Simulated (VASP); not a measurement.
# K (Fm-3m) in VASP: single point with LDA

Aim: the single point of K with LDA.

All numbers are computed with VASP 6.6.1; they aren't measurements. Logs are shortened: lines on timing, memory, paths and dates and some standing lists are left out, and cuts for length are marked.

### Step 1. The cell of the first run

Symmetry: Fm-3m, No. 225, cubic system. Conventional cell: a = 5.048 Å, b = 5.048 Å, c = 5.048 Å, α = 90.00°, β = 90.00°, γ = 90.00°. K (site symmetry m-3m) has 12 K at 3.57 Å within 4.7 Å.

### Step 2. Single point, LDA

INCAR

```
SYSTEM = K
  ALGO = Normal
  EDIFF = 1E-6
  ENCUT = 500
  GGA = CA
  GGA_COMPAT = .False.
  ISIF = 2
  ISMEAR = -1
  LASPH = .True.
  LCHARG = .False.
  LREAL = .False.
  LWAVE = .False.
  NBANDS = 10
  NELM = 120
  PREC = Accurate
  SIGMA = 0.15
```

KPOINTS

```
k-points
0
Gamma
  9 9 9
  0 0 0
```

POSCAR

```
K
1.0
    0.0000000000      2.5240000000      2.5240000000
    2.5240000000      0.0000000000      2.5240000000
    2.5240000000      2.5240000000      0.0000000000
K
1
Direct
    0.0000000000      0.0000000000      0.0000000000
```

Potentials or basis: VASP PAW LDA potentials, release 64 (K_sv).

Started as:

```sh
$ cat potpaw_LDA.64/K_sv/POTCAR > POTCAR
$ mpirun -np 1 vasp_std > vasp.out
```

OUTCAR:

```text
SYSTEM = K
   EDIFF = 1E-6
   ENCUT = 500
   GGA = CA
   ISIF = 2
   ISMEAR = -1
   LASPH = .True.
   LREAL = .False.
   NELM = 120
   PREC = Accurate

 ion  position               nearest neighbor table
   1  0.000  0.000  0.000-

  LATTYP: Found a face centered cubic cell.
 ALAT       =     5.0480000000

  Lattice vectors:

 A1 = (   0.0000000000,   2.5240000000,   2.5240000000)
 A2 = (   2.5240000000,   0.0000000000,   2.5240000000)
 A3 = (   2.5240000000,   2.5240000000,   0.0000000000)

Analysis of symmetry for initial positions (statically):
=====================================================================
 Subroutine PRICEL returns:
 Original cell was already a primitive cell.

 Routine SETGRP: Setting up the symmetry group for a
 face centered cubic supercell.

 Subroutine GETGRP returns: Found 48 space group operations
 (whereof 48 operations were pure point group operations)
 out of a pool of 48 trial point group operations.

The static configuration has the point symmetry O_h .

Analysis of symmetry for dynamics (positions and initial velocities):
=====================================================================
 Subroutine PRICEL returns:
 Original cell was already a primitive cell.

 Routine SETGRP: Setting up the symmetry group for a
 face centered cubic supercell.

 Subroutine GETGRP returns: Found 48 space group operations
 (whereof 48 operations were pure point group operations)
 out of a pool of 48 trial point group operations.

The dynamic configuration has the point symmetry O_h .

 Subroutine INISYM returns: Found 48 space group operations
 (whereof 48 operations are pure point group operations),
 and found     1 'primitive' translations

----------------------------------------------------------------------------------------

                                     Primitive cell

  volume of cell :      32.1587

  direct lattice vectors                    reciprocal lattice vectors
     0.000000000  2.524000000  2.524000000    -0.198098257  0.198098257  0.198098257
     2.524000000  0.000000000  2.524000000     0.198098257 -0.198098257  0.198098257
     2.524000000  2.524000000  0.000000000     0.198098257  0.198098257 -0.198098257

  length of vectors
     3.569475031  3.569475031  3.569475031     0.343116246  0.343116246  0.343116246

  position of ions in fractional coordinates (direct lattice)
     0.000000000  0.000000000  0.000000000

  ion indices of the primitive-cell ions
[... 78 lines left out ...]
   IBRION =     -1    ionic relax: 0-MD 1-quasi-New 2-CG
   NFREE  =      0    steps in history (QN), initial steepest desc. (CG)
   ISIF   =      2    stress and relaxation
   ISYM   =      2    0-nonsym 1-usesym 2-fastsym
   POTIM  = 0.5000    time-step for ionic-motion
   TEBEG  =    0.0;   TEEND  =   0.0 temperature during run
   PSTRESS=    0.0 pullay stress
   NELECT =       9.0000    total number of electrons
   NUPDOWN=      -1.0000    fix difference up-down
   EMIN   =  10.00;   EMAX   =-10.00  energy-range for DOS
   EFERMI =   0.00;   METHOD = LEGACY
   ISMEAR =    -1;   SIGMA  =   0.15  broadening in eV -4-tet -1-fermi 0-gaus
   EFERMI_NEDOS =   21; number of points for ismear=-14 and -15
   IALGO  =     38    algorithm
   IMIX   =      4    mixing-type and parameters
     AMIX     =   0.40;   BMIX     =  1.00
     AMIX_MAG =   1.60;   BMIX_MAG =  1.00
  volume/ion in A,a.u.               =      32.16       217.02
  Fermi-wavevector in a.u.,A,eV,Ry     =   1.070836  2.023587 15.601663  1.146690
  Thomas-Fermi vector in A             =   2.206558
   LORBIT       =      0    0 simple, 1 ext, 2 COOP (PROOUT), +10 PAW based schemes
   GGA     = CA    functional components
   LHFCALC =     F    Hartree Fock is set to
   AEXX    =    0.0000 exact exchange contribution
   IVDW    =     0    specifies the selected vdW correction
   LEPSILON=     F    determine dielectric tensor
   LRPA    =     F    only Hartree local field effects (RPA)
 non-spin polarized calculation
  energy-cutoff  :      500.00
  volume of cell :       32.16
 maximum number of plane-waves:       869
 NGX is ok and might be reduce to    28
   NGX = 13   NGY = 13   NGZ = 13

 number of electron       9.0000001 magnetization

 Free energy of the ion-electron system (eV)
  ---------------------------------------------------
  ext. energy  EPLUGINS =         0.00000000
  ---------------------------------------------------
  free energy    TOTEN  =        -0.56306507 eV

  energy without entropy =       -0.50699859  energy(sigma->0) =       -0.53503183

 E-fermi :   2.4765     XC(G=0):  -8.4773

 val. band max:        2.3785539734   @ k =   0.4444   0.2222   0.0000
 cond. band min:       2.5512971765   @ k =  -0.4444   0.4444   0.0000
 fundamental gap:      0.1727432030
 Fermi energy:         2.4764945423

 k-point     1 :       0.0000    0.0000    0.0000
  band No.  band energies     occupation
      1     -29.4565      2.00000
      2     -12.7556      2.00000
      3     -12.7556      2.00000
      4     -12.7556      2.00000
      5      -0.8914      2.00000
      6       6.9386      0.00000
      7       6.9386      0.00000
      8       6.9386      0.00000
      9       9.1205      0.00000
     10       9.1205      0.00000
[... 287 lines left out ...]
 k-point    24 :       0.4444    0.4444    0.0000
  band No.  band energies     occupation
      1     -29.2804      2.00000
      2     -13.5693      2.00000
      3     -13.0494      2.00000
      4     -13.0494      2.00000
      5       2.3440      1.41496
      6       3.9429      0.00011
      7       5.7435      0.00000
      8      10.3469      0.00000
      9      10.3469      0.00000
     10      10.5890      0.00000

 [... further k-points ...]

------------------------ aborting loop because EDIFF is reached ----------------------------------------

  FORCE on cell =-STRESS in cart. coord.  units (eV):
  Direction    XX          YY          ZZ          XY          YZ          ZX
  --------------------------------------------------------------------------------------
  -------------------------------------------------------------------------------------
  Total        2.0867036      2.0867036      2.0867036      0.0000000     -0.0000000      0.0000000
  in kB      103.9616852    103.9616852    103.9616852      0.0000000     -0.0000000      0.0000000
  external PRESSURE =     103.9616852 kB  Pullay stress =       0.0000000 kB

 VOLUME and BASIS-vectors are now :
 -----------------------------------------------------------------------------
  energy-cutoff  :      500.00
  volume of cell :       32.16
      direct lattice vectors                 reciprocal lattice vectors
     0.000000000  2.524000000  2.524000000    -0.198098257  0.198098257  0.198098257
     2.524000000  0.000000000  2.524000000     0.198098257 -0.198098257  0.198098257
     2.524000000  2.524000000  0.000000000     0.198098257  0.198098257 -0.198098257

 POSITION                                       TOTAL-FORCE (eV/Angst)
 -----------------------------------------------------------------------------------
      0.00000      0.00000      0.00000         0.000000      0.000000      0.000000
 -----------------------------------------------------------------------------------
    total drift:                               -0.000000     -0.000000     -0.000000

  FREE ENERGIE OF THE ION-ELECTRON SYSTEM (eV)
  ---------------------------------------------------
  free  energy   TOTEN  =        -0.5630650686 eV

  energy  without entropy=       -0.5069985907  energy(sigma->0) =       -0.53503183
```

OSZICAR:

```text
N       E                     dE             d eps       ncg     rms          rms(c)
DAV:   1     0.535814311255E+02    0.53581E+02   -0.40897E+03   700   0.765E+02
DAV:   2     0.865426689498E+00   -0.52716E+02   -0.51300E+02   756   0.215E+02
DAV:   3    -0.528531088789E+00   -0.13940E+01   -0.13857E+01  1042   0.283E+01
DAV:   4    -0.568832527234E+00   -0.40301E-01   -0.40113E-01   872   0.415E+00
DAV:   5    -0.570624281320E+00   -0.17918E-02   -0.17905E-02  1026   0.521E-01    0.564E+00
DAV:   6    -0.562957924007E+00    0.76664E-02   -0.20179E-02   822   0.128E+00    0.371E+00
DAV:   7    -0.563771875241E+00   -0.81395E-03   -0.22980E-02   854   0.125E+00    0.257E-01
DAV:   8    -0.563064518734E+00    0.70736E-03   -0.35897E-03   794   0.642E-01    0.707E-02
DAV:   9    -0.563066484114E+00   -0.19654E-05   -0.93014E-05   962   0.670E-02    0.264E-02
DAV:  10    -0.563064970240E+00    0.15139E-05   -0.10030E-05   850   0.295E-02    0.425E-03
DAV:  11    -0.563065068647E+00   -0.98407E-07   -0.22590E-07   452   0.689E-03
   1 F= -.56306507E+00 E0= -.53503183E+00  d E =-.560665E-01
```

stdout:

```text
POSCAR found type information on POSCAR K
 POSCAR found :  1 types and       1 ions
 scaLAPACK will be used
 LDA part: xc-table for (Slater(with rela. corr.)+CA(PZ))
 , standard interpolation
 POSCAR, INCAR and KPOINTS ok, starting setup
 FFT: planning ... GRIDC
 FFT: planning ... GRID_SOFT
 FFT: planning ... GRID
 WAVECAR not read
 entering main loop
```

Run time: 15 s. Hardware: 1 thread of Intel Xeon 8259CL, shared host; peak memory 0.14 GiB.

Results:

```
Free energy : -0.5631 eV
Pressure    : 10.4 GPa
```

Levels at points of the mesh, in eV from the Fermi level:
| k point | band 1 | band 2 | band 3 | band 4 | band 5 | band 6 | band 7 | band 8 | band 9 | band 10 |
| --- | --- | --- | --- | --- | --- | --- | --- | --- | --- | --- |
| (0.00, 0.00, 0.00) | -31.93 | -15.23 | -15.23 | -15.23 | -3.37 | 4.46 | 4.46 | 4.46 | 6.64 | 6.64 |
